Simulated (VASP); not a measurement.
## La36HO54 (a cell with a defect): single point with PBE

La36HO54 (a cell with a defect):

```
CELL_PARAMETERS angstrom
11.82172 0.00000 0.00000
-5.91086 10.23791 0.00000
0.00000 0.00000 12.37572
ATOMIC_POSITIONS crystal
La 0.22173 0.10867 0.37627
La 0.11379 0.22143 0.12429
La 0.22107 0.10909 0.87387
La 0.10980 0.22212 0.62195
La 0.22009 0.44079 0.37683
La 0.11053 0.55351 0.12501
La 0.22101 0.44175 0.87690
La 0.11024 0.55353 0.62392
La 0.22048 0.77571 0.37677
La 0.11404 0.88801 0.12420
La 0.22132 0.77588 0.87752
La 0.10982 0.88421 0.62253
La 0.55442 0.10703 0.37655
La 0.44462 0.21985 0.12473
La 0.55635 0.11098 0.87701
La 0.44340 0.21992 0.62310
La 0.55409 0.44377 0.37624
La 0.44051 0.54740 0.12320
La 0.55736 0.44214 0.87677
La 0.44294 0.54967 0.62840
La 0.54426 0.77071 0.40123
La 0.44294 0.88863 0.12405
La 0.55519 0.77510 0.87662
La 0.44267 0.88904 0.62887
La 0.88319 0.10161 0.37294
La 0.77736 0.21946 0.12409
La 0.88955 0.11390 0.87334
La 0.77806 0.22212 0.62246
La 0.88774 0.44195 0.37590
La 0.77730 0.55434 0.12388
La 0.89040 0.44287 0.87697
La 0.77852 0.55208 0.62236
La 0.88333 0.77761 0.37259
La 0.79638 0.89736 0.10413
La 0.88896 0.77126 0.87383
La 0.77911 0.88734 0.62698
O 0.22330 0.10943 0.17948
O 0.10875 0.21811 0.32437
O 0.00350 0.00124 0.00352
O 0.21918 0.10785 0.67307
O 0.11189 0.22068 0.82177
O 0.98417 0.98984 0.49434
O 0.22127 0.44202 0.17847
O 0.11002 0.55327 0.32320
O 0.00063 0.33211 0.99789
O 0.22134 0.44191 0.67833
O 0.11287 0.55473 0.82416
O 0.00026 0.33228 0.50206
O 0.22260 0.77583 0.17809
O 0.10869 0.88631 0.32369
O 0.00121 0.66473 0.99848
O 0.22137 0.77618 0.67913
O 0.11201 0.88792 0.82294
O 0.00053 0.66389 0.50284
O 0.55511 0.10836 0.17862
O 0.44439 0.22030 0.32483
O 0.33461 0.99646 0.00449
O 0.55529 0.11024 0.67773
O 0.44176 0.21900 0.82283
O 0.33272 0.99559 0.50020
O 0.55477 0.44225 0.17810
O 0.44401 0.55681 0.32326
O 0.33253 0.33282 0.00435
O 0.55588 0.44147 0.67766
O 0.44419 0.55239 0.82456
O 0.33346 0.33389 0.50056
O 0.56396 0.77734 0.17390
O 0.44456 0.88363 0.32294
O 0.34021 0.66735 0.00487
O 0.55441 0.77521 0.67700
O 0.44458 0.88754 0.82503
O 0.33275 0.66530 0.50087
O 0.89064 0.10883 0.17498
O 0.77747 0.21863 0.32312
O 0.66964 0.00073 0.00001
O 0.88848 0.11001 0.67758
O 0.77720 0.22137 0.82188
O 0.66467 0.99366 0.49994
O 0.88807 0.44219 0.17672
O 0.77729 0.55502 0.32294
O 0.66451 0.32996 0.99978
O 0.88986 0.44263 0.67808
O 0.77801 0.55163 0.82148
O 0.66905 0.33233 0.50142
O 0.89066 0.77841 0.17372
O 0.75803 0.87594 0.31057
O 0.67011 0.66273 0.99703
O 0.88860 0.77452 0.67810
O 0.77969 0.88792 0.82742
O 0.66474 0.66735 0.50037
H 0.63453 0.80630 0.23070
```

```yaml
Program: VASP 6.6.1
Task: single point
Functional: PBE
Potentials_or_basis: VASP PAW PBE potentials, release 64 (La, O, H)
Cutoff: 520 eV
k_mesh: 1 × 1 × 1
Occupations: fermi-dirac, width 0.01 eV
Spin: no spin polarisation
```

The largest force is 0.178 eV/Å.

Forces in eV/Å, atoms in the order of the input:
```
La  -0.004 -0.002 -0.014
La  -0.005  0.000  0.008
La   0.000 -0.002 -0.015
La   0.001 -0.001  0.018
La  -0.009 -0.009 -0.012
La  -0.003 -0.007  0.004
La   0.004  0.005 -0.011
La   0.000  0.003  0.024
La  -0.007 -0.003 -0.009
La  -0.003  0.001  0.009
La   0.002 -0.004 -0.017
La  -0.001 -0.006  0.018
La   0.001  0.001 -0.011
La  -0.001  0.001  0.009
La   0.004  0.003 -0.019
La  -0.001 -0.003  0.021
La   0.003  0.002 -0.011
La   0.001  0.009  0.018
La   0.002  0.005 -0.013
La  -0.001 -0.004  0.025
La  -0.008 -0.009  0.000
La   0.004 -0.004  0.008
La   0.001 -0.001 -0.016
La  -0.004  0.000  0.024
La  -0.002 -0.005 -0.017
La   0.007  0.006  0.003
La  -0.004  0.000 -0.014
La   0.000  0.005  0.023
La   0.003 -0.004 -0.011
La   0.005  0.000  0.000
La  -0.006  0.003 -0.010
La   0.004  0.002  0.024
La  -0.003 -0.001 -0.014
La   0.021  0.014 -0.030
La  -0.001 -0.012 -0.015
La  -0.001  0.002  0.020
O    0.000  0.003 -0.007
O   -0.002 -0.005  0.000
O    0.004 -0.004 -0.001
O    0.000  0.000 -0.002
O    0.002 -0.003  0.006
O   -0.010 -0.005 -0.015
O    0.006  0.003 -0.001
O   -0.001 -0.004  0.004
O    0.003 -0.002  0.004
O    0.001 -0.003 -0.003
O    0.010  0.001  0.007
O    0.001  0.000 -0.003
O    0.000 -0.003 -0.005
O   -0.004 -0.005  0.005
O    0.005  0.001  0.004
O    0.001  0.000 -0.004
O    0.004  0.002  0.002
O   -0.002  0.002 -0.015
O    0.001 -0.004 -0.005
O    0.002 -0.002  0.007
O   -0.007  0.004  0.000
O    0.000  0.000 -0.005
O   -0.005 -0.007  0.001
O    0.001 -0.001 -0.005
O    0.001 -0.001  0.003
O   -0.003 -0.013  0.019
O    0.006  0.001  0.006
O   -0.002 -0.005 -0.009
O    0.001 -0.001 -0.002
O   -0.001 -0.011  0.000
O   -0.066 -0.020 -0.059
O    0.004 -0.006  0.009
O    0.013  0.010  0.012
O   -0.002 -0.007 -0.011
O   -0.002  0.002  0.002
O    0.001  0.000 -0.006
O    0.001 -0.005 -0.006
O    0.000 -0.008  0.002
O    0.000  0.004  0.004
O    0.001  0.002 -0.002
O   -0.001 -0.001 -0.001
O    0.004 -0.006 -0.011
O    0.000 -0.006 -0.004
O   -0.001  0.001  0.005
O   -0.008 -0.008  0.009
O    0.002 -0.005 -0.006
O   -0.005  0.001  0.005
O    0.001  0.002 -0.012
O    0.005  0.000 -0.007
O   -0.015 -0.008 -0.005
O   -0.007  0.005  0.015
O    0.001 -0.001 -0.007
O   -0.005  0.002  0.001
O   -0.005 -0.003 -0.004
H    0.073  0.133  0.094
```

Levels at points of the mesh, in eV from the Fermi level:
```tsv
k point	band 356	band 357	band 358	band 359	band 360	band 361	band 362	band 363	band 364	band 365
(0.00, 0.00, 0.00)	-0.32	-0.32	-0.29	-0.28	-0.27	3.62	3.64	3.71	3.75	3.76
```

It took 69 min on 1 thread of AMD EPYC 7R43 64-Core Processor (Zen 3) (shared host), peak memory 1.5 GiB.

Caveat: the k points lie up to 0.61 Å⁻¹ apart; the cell carries a net charge on a neutralising background, which shifts energy and pressure; the cell is charged against a uniform background, so pressure and absolute levels hang on convention; spin-orbit coupling is left out, which moves the levels of the heavy elements.
